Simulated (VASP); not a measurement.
# Al (I4/mmm) in VASP: a series of runs

The runs below take Al through single point, with r2SCAN.

All numbers are computed with VASP 6.6.1; they aren't measurements. Logs are shortened: lines on timing, memory, paths and dates and some standing lists are left out, and cuts for length are marked.

**1. The cell of the first run**

Symmetry: I4/mmm, No. 139, tetragonal system. The conventional cell has a = 2.866 Å, b = 2.866 Å, c = 3.951 Å, α = 90.00°, β = 90.00°, γ = 90.00°. Within 3.7 Å of Al (site symmetry 4/mmm) lie 12 Al at 2.83 to 2.87 Å.

**2. Single point, r2SCAN (biaxial strain in the a-b plane: +1.5 %, then relaxed in part)**

Contents of POSCAR:

```
Al
1.0
    2.0262847798      2.0262847798      0.0000000000
   -2.0262847798      2.0262847798      0.0000000000
    0.0000000000      0.0000000000      3.9514029233
Al
2
Direct
    0.0000000000      0.0000000000      0.0000000000
    0.5000000000      0.5000000000      0.5000000000
```

Contents of INCAR.step1:

```
SYSTEM = Al
ALGO = Normal ; EDIFF = 1E-4
ENCUT = 520 ; GGA = PE
ISMEAR = 0 ; LASPH = .TRUE.
LCHARG = .FALSE. ; LREAL = .FALSE.
LWAVE = .TRUE. ; NBANDS = 10
NELM = 60 ; PREC = Accurate
SIGMA = 0.1
```

Contents of INCAR.step2:

```
SYSTEM = Al
ALGO = Normal ; EDIFF = 1E-6
ENCUT = 520 ; ISIF = 2
ISMEAR = 0 ; ISTART = 1
LASPH = .TRUE. ; LCHARG = .FALSE.
LMIXTAU = .TRUE. ; LREAL = .FALSE.
LWAVE = .FALSE. ; METAGGA = R2SCAN
NBANDS = 10 ; NELM = 60
PREC = Accurate ; SIGMA = 0.1
```

Contents of KPOINTS:

```
k-points
0
G
  18 18 14
  0 0 0
```

Potentials or basis: VASP PAW PBE potentials, release 64 (Al).

Started as:

```bash
> cat potpaw_PBE.64/Al/POTCAR > POTCAR
> cp INCAR.step1 INCAR
> mpirun -np 1 vasp_std > vasp.out
> cp INCAR.step2 INCAR
> mpirun -np 1 vasp_std > vasp.out
```

OUTCAR:

```text
SYSTEM = Al
   EDIFF = 1E-6
   ENCUT = 520
   ISIF = 2
   ISMEAR = 0
   ISTART = 1
   LASPH = .TRUE.
   LREAL = .FALSE.
   METAGGA = R2SCAN
   NELM = 60
   PREC = Accurate

 ion  position               nearest neighbor table
   1  0.000  0.000  0.000-   2 2.83   2 2.83   2 2.83   2 2.83   2 2.83   2 2.83   2 2.83   2 2.83

   2  0.500  0.500  0.500-   1 2.83   1 2.83   1 2.83   1 2.83   1 2.83   1 2.83   1 2.83   1 2.83

  LATTYP: Found a simple tetragonal cell.
 ALAT       =     2.8655994168
 C/A-ratio  =     1.3789097318

  Lattice vectors:

 A1 = (   2.0262847798,   2.0262847798,   0.0000000000)
 A2 = (  -2.0262847798,   2.0262847798,   0.0000000000)
 A3 = (   0.0000000000,   0.0000000000,   3.9514029233)

Analysis of symmetry for initial positions (statically):
=====================================================================
 Subroutine PRICEL returns following result:

  LATTYP: Found a body centered tetragonal cell.
 ALAT       =     2.8655994168
 C/A-ratio  =     1.3789097318

  Lattice vectors:

 A1 = (   0.0000000000,  -2.0262847798,  -1.9757014616)
 A2 = (   0.0000000000,   2.0262847798,  -1.9757014616)
 A3 = (   2.0262847798,   0.0000000000,   1.9757014616)

   2 primitive cells build up your supercell.

 Routine SETGRP: Setting up the symmetry group for a
 simple tetragonal supercell.

 Subroutine GETGRP returns: Found 16 space group operations
 (whereof 16 operations were pure point group operations)
 out of a pool of 16 trial point group operations.

The static configuration has the point symmetry D_4h.

Analysis of symmetry for dynamics (positions and initial velocities):
=====================================================================
 Subroutine PRICEL returns following result:

  LATTYP: Found a body centered tetragonal cell.
 ALAT       =     2.8655994168
 C/A-ratio  =     1.3789097318

  Lattice vectors:

 A1 = (   0.0000000000,  -2.0262847798,  -1.9757014616)
 A2 = (   0.0000000000,   2.0262847798,  -1.9757014616)
 A3 = (   2.0262847798,   0.0000000000,   1.9757014616)

   2 primitive cells build up your supercell.

 Routine SETGRP: Setting up the symmetry group for a
 simple tetragonal supercell.

 Subroutine GETGRP returns: Found 16 space group operations
 (whereof 16 operations were pure point group operations)
 out of a pool of 16 trial point group operations.

The dynamic configuration has the point symmetry D_4h.

 Subroutine INISYM returns: Found 16 space group operations
 (whereof 16 operations are pure point group operations),
 and found     2 'primitive' translations

----------------------------------------------------------------------------------------

                                     Primitive cell

  volume of cell :      16.2238

  direct lattice vectors                    reciprocal lattice vectors
     0.000000000 -2.026284780 -1.975701462     0.246757023 -0.246757023 -0.253074672
     0.000000000  2.026284780 -1.975701462     0.246757023  0.246757023 -0.253074672
     2.026284780  0.000000000  1.975701462     0.493514046  0.000000000  0.000000000

  length of vectors
     2.830057645  2.830057645  2.830057645     0.431074062  0.431074062  0.493514046

  position of ions in fractional coordinates (direct lattice)
     0.000000000  0.000000000  0.000000000

  ion indices of the primitive-cell ions
   primitive index   ion index
                 1           1

----------------------------------------------------------------------------------------

 KPOINTS: k-points

Automatic generation of k-mesh.
 Grid dimensions read from file:
 generate k-points for:   18   18   14

 Generating k-lattice:

  Cartesian coordinates                     Fractional coordinates (reciprocal lattice)
     0.013708723  0.013708723  0.000000000     0.055555556  0.000000000  0.000000000
    -0.013708723  0.013708723  0.000000000     0.000000000  0.055555556  0.000000000
     0.000000000  0.000000000  0.018076762     0.000000000  0.000000000  0.071428571

  Length of vectors
     0.019387063  0.019387063  0.018076762

  Shift w.r.t. Gamma in fractional coordinates (k-lattice)
     0.000000000  0.000000000  0.000000000

 Subroutine IBZKPT returns following result:
 ===========================================

 Found    440 irreducible k-points:

 Following reciprocal coordinates:
            Coordinates               Weight
  0.000000  0.000000  0.000000      1.000000
  0.055556  0.000000  0.000000      4.000000
  0.111111  0.000000  0.000000      4.000000
  0.166667  0.000000  0.000000      4.000000
  0.222222  0.000000  0.000000      4.000000
  0.277778  0.000000  0.000000      4.000000
[... 16 lines left out ...]
  0.277778  0.111111  0.000000      8.000000
  0.333333  0.111111  0.000000      8.000000
 [... further k-points ...]
   k-points           NKPTS =    440   k-points in BZ     NKDIM =    440   number of bands    NBANDS=     10
   number of dos      NEDOS =    301   number of ions     NIONS =      2
   total plane-waves  NPLWV =  17280
   dimension x,y,z NGX =    24 NGY =   24 NGZ =   30
   dimension x,y,z NGXF=    48 NGYF=   48 NGZF=   60
   ions per type =               2
   NGX,Y,Z   is equivalent  to a cutoff of  13.92, 13.92, 12.62 a.u.
   NGXF,Y,Z  is equivalent  to a cutoff of  27.85, 27.85, 25.24 a.u.
 SYSTEM =  Al
   PREC   = accura    normal or accurate (medium, high low for compatibility)
   ISTART =      1    job   : 0-new  1-cont  2-samecut
   ICHARG =      0    charge: 1-file 2-atom 10-const
   ISPIN  =      1    spin polarized calculation?
   LNONCOLLINEAR =      F non collinear calculations
   LSORBIT =      F    spin-orbit coupling
   LASPH  =      T    aspherical Exc in radial PAW
   ENCUT  =  520.0 eV  38.22 Ry    6.18 a.u.   5.33  5.33  7.35*2*pi/ulx,y,z
   NELM   =     60;   NELMIN=  2; NELMDL=  0     # of ELM steps
   EDIFF  = 0.1E-05   stopping-criterion for ELM
   LREAL  =      F    real-space projection
   EDIFFG = 0.1E-04   stopping-criterion for IOM
   NSW    =      0    number of steps for IOM
   IBRION =     -1    ionic relax: 0-MD 1-quasi-New 2-CG
   NFREE  =      0    steps in history (QN), initial steepest desc. (CG)
   ISIF   =      2    stress and relaxation
   ISYM   =      2    0-nonsym 1-usesym 2-fastsym
   POTIM  = 0.5000    time-step for ionic-motion
   TEBEG  =    0.0;   TEEND  =   0.0 temperature during run
   PSTRESS=    0.0 pullay stress
   NELECT =       6.0000    total number of electrons
   NUPDOWN=      -1.0000    fix difference up-down
   EMIN   =  10.00;   EMAX   =-10.00  energy-range for DOS
   EFERMI =   0.00;   METHOD = LEGACY
   ISMEAR =     0;   SIGMA  =   0.10  broadening in eV -4-tet -1-fermi 0-gaus
   EFERMI_NEDOS =   21; number of points for ismear=-14 and -15
   IALGO  =     38    algorithm
   IMIX   =      4    mixing-type and parameters
     AMIX     =   0.40;   BMIX     =  1.00
     AMIX_MAG =   1.60;   BMIX_MAG =  1.00
  volume/ion in A,a.u.               =      16.22       109.48
  Fermi-wavevector in a.u.,A,eV,Ry     =   0.932677  1.762504 11.835517  0.869886
  Thomas-Fermi vector in A             =   2.059299
   LORBIT       =      0    0 simple, 1 ext, 2 COOP (PROOUT), +10 PAW based schemes
   METAGGA = R2SCAN    functional components
   LHFCALC =     F    Hartree Fock is set to
   AEXX    =    0.0000 exact exchange contribution
   IVDW    =     0    specifies the selected vdW correction
   LEPSILON=     F    determine dielectric tensor
   LRPA    =     F    only Hartree local field effects (RPA)
 non-spin polarized calculation
 Gauss-broadening in eV      SIGMA  =   0.10
  energy-cutoff  :      520.00
  volume of cell :       32.45
 maximum number of plane-waves:       896
 NGX is ok and might be reduce to    24
   NGX = 11   NGY = 11   NGZ = 15

 number of electron       6.0000000 magnetization

 Free energy of the ion-electron system (eV)
  ---------------------------------------------------
  ext. energy  EPLUGINS =         0.00000000
  ---------------------------------------------------
  free energy    TOTEN  =       -13.46871454 eV

  energy without entropy =      -13.46456530  energy(sigma->0) =      -13.46663992

 E-fermi :   8.1917     XC(G=0): -10.9697

 val. band max:        8.1881750684   @ k =   0.2222   0.0556   0.0000
 cond. band min:       8.1936287553   @ k =   0.3889   0.3889   0.3571
 fundamental gap:      0.0054536869
 Fermi energy:         8.1917270040

 k-point     1 :       0.0000    0.0000    0.0000
  band No.  band energies     occupation
      1      -3.7652      2.00000
      2       5.2675      2.00000
      3       6.8987      2.00000
      4      13.4520      0.00000
      5      13.9460      0.00000
      6      13.9460      0.00000
      7      17.9499      0.00000
      8      21.5247      0.00000
      9      21.5247      0.00000
     10      21.8142      0.00000

 k-point     2 :       0.0556    0.0000    0.0000
  band No.  band energies     occupation
      1      -3.7061      2.00000
      2       5.3214      2.00000
      3       6.9529      2.00000
      4      12.1930      0.00000
      5      13.9965      0.00000
      6      14.8496      0.00000
      7      18.4548      0.00000
      8      20.5941      0.00000
      9      21.1853      0.00000
     10      21.5822      0.00000

 k-point     3 :       0.1111    0.0000    0.0000
  band No.  band energies     occupation
      1      -3.5288      2.00000
      2       5.4833      2.00000
      3       7.1106      2.00000
      4      10.6116      0.00000
      5      14.1479      0.00000
      6      15.5294      0.00000
      7      19.0264      0.00000
      8      19.8077      0.00000
      9      20.0209      0.00000
     10      21.7547      0.00000
[... 248 lines left out ...]
 k-point    23 :       0.2778    0.1111    0.0000
  band No.  band energies     occupation
      1      -2.0602      2.00000
      2       6.0425      2.00000
      3       6.8339      2.00000
      4       8.6518      0.00000
      5      12.4491      0.00000
      6      14.6425      0.00000
      7      16.2308      0.00000
      8      19.9251      0.00000
      9      20.2317      0.00000
     10      20.4099      0.00000

 k-point    24 :       0.3333    0.1111    0.0000
  band No.  band energies     occupation
      1      -1.4189      2.00000
      2       4.7006      2.00000
      3       7.4291      2.00000
      4       9.2500      0.00000
      5      13.0176      0.00000
      6      13.2890      0.00000
      7      15.0219      0.00000
      8      18.6507      0.00000
      9      20.8644      0.00000
     10      21.0155      0.00000

 [... further k-points ...]

------------------------ aborting loop because EDIFF is reached ----------------------------------------

  FORCE on cell =-STRESS in cart. coord.  units (eV):
  Direction    XX          YY          ZZ          XY          YZ          ZX
  --------------------------------------------------------------------------------------
  -------------------------------------------------------------------------------------
  Total       -0.5518473     -0.5518473     -0.0622523      0.0000000      0.0000000      0.0000000
  in kB      -27.2487903    -27.2487903     -3.0738586      0.0000000      0.0000000      0.0000000
  external PRESSURE =     -19.1904797 kB  Pullay stress =       0.0000000 kB

 VOLUME and BASIS-vectors are now :
 -----------------------------------------------------------------------------
  energy-cutoff  :      520.00
  volume of cell :       32.45
      direct lattice vectors                 reciprocal lattice vectors
     2.026284780  2.026284780  0.000000000     0.246757023  0.246757023  0.000000000
    -2.026284780  2.026284780  0.000000000    -0.246757023  0.246757023  0.000000000
     0.000000000  0.000000000  3.951402923     0.000000000  0.000000000  0.253074672

 POSITION                                       TOTAL-FORCE (eV/Angst)
 -----------------------------------------------------------------------------------
      0.00000      0.00000      0.00000         0.000000     -0.000000      0.000000
      0.00000      2.02628      1.97570         0.000000      0.000000     -0.000000
 -----------------------------------------------------------------------------------
    total drift:                               -0.000000      0.000000     -0.000000

  FREE ENERGIE OF THE ION-ELECTRON SYSTEM (eV)
  ---------------------------------------------------
  free  energy   TOTEN  =       -13.4687145417 eV

  energy  without entropy=      -13.4645652998  energy(sigma->0) =      -13.46663992
```

Run time: 3.8 min. Hardware: 1 thread of Intel Xeon Platinum 8375C at 2.90GHz (Ice Lake), shared host; peak memory 0.23 GiB.

Results:

| Item | Value |
| --- | --- |
| Free energy | -13.4687 eV |
| Pressure | -1.9 GPa |
| Band gap on the k mesh | zero (bands 3 and 4 overlap by 12.29 eV) |

Stress tensor (GPa, compression positive):
```
-2.72  0.00  0.00
 0.00 -2.72  0.00
 0.00  0.00 -0.31
```

Caveat: the cell differs from its parent crystal (biaxial strain in the a-b plane: +1.5 %, then relaxed in part); the PAW data sets were made with another functional, which shifts forces and pressure a little.

**3. Single point, r2SCAN (biaxial strain in the a-b plane: +1.5 %)**

POSCAR, as its differences from that of step 2:

```diff
@@ -4,3 +4,3 @@
    -2.0262847798      2.0262847798      0.0000000000
-    0.0000000000      0.0000000000      3.9514029233
+    0.0000000000      0.0000000000      3.9567452547
 Al
```

Contents of INCAR.step1:

```
SYSTEM = Al
ALGO = Normal
EDIFF = 1E-4
ENCUT = 520
GGA = PE
ISMEAR = 0
LASPH = .True.
LCHARG = .False.
LREAL = .False.
LWAVE = .True.
NBANDS = 10
NELM = 60
PREC = Accurate
SIGMA = 0.1
```

Contents of INCAR.step2:

```
SYSTEM = Al
ALGO = Normal
EDIFF = 1E-6
ENCUT = 520
ISIF = 2
ISMEAR = 0
ISTART = 1
LASPH = .True.
LCHARG = .False.
LMIXTAU = .True.
LREAL = .False.
LWAVE = .False.
METAGGA = R2SCAN
NBANDS = 10
NELM = 60
PREC = Accurate
SIGMA = 0.1
```

Contents of KPOINTS:

```
k-points
0
Gamma
  18 18 14
  0 0 0
```

Potentials or basis: VASP PAW PBE potentials, release 64 (Al).

Started as:

```bash
> cat potpaw_PBE.64/Al/POTCAR > POTCAR
> cp INCAR.step1 INCAR
> mpirun -np 1 vasp_std > vasp.out
> cp INCAR.step2 INCAR
> mpirun -np 1 vasp_std > vasp.out
```

It took 2.9 min on 1 thread of Intel Xeon Platinum 8375C at 2.90GHz (Ice Lake), shared host; peak memory 0.23 GiB.

Results (log left out):

| Item | Value |
| --- | --- |
| Free energy | -13.4686 eV |
| Pressure | -2.0 GPa |
| Band gap on the k mesh | zero (bands 3 and 4 overlap by 12.30 eV) |

Stress tensor (GPa, compression positive):
```
-2.83  0.00  0.00
 0.00 -2.83  0.00
 0.00  0.00 -0.47
```

Levels at points of the mesh, in eV from the Fermi level:
```csv
k point,band 1,band 2,band 3,band 4,band 5,band 6
"(0.00, 0.00, 0.00)",-11.95,-2.94,-1.31,5.27,5.77,5.77
"(0.50, 0.00, 0.00)",-7.24,-7.24,1.45,1.45,3.34,3.34
"(0.50, 0.50, 0.00)",-3.32,-3.32,-1.82,-1.82,5.58,5.58
"(0.00, 0.00, 0.50)",-9.46,-9.46,7.75,7.75,7.89,7.89
"(0.50, 0.00, 0.50)",-5.06,-5.06,-4.55,-4.55,11.87,11.87
"(0.50, 0.50, 0.50)",-1.02,-1.02,-1.02,-1.02,-0.09,-0.09
```

Caveat: the cell differs from its parent crystal (biaxial strain in the a-b plane: +1.5 %); the PAW data sets were made with another functional, which shifts forces and pressure a little.

The gap in the log of VASP goes by the Fermi energy; the results here count the filled bands.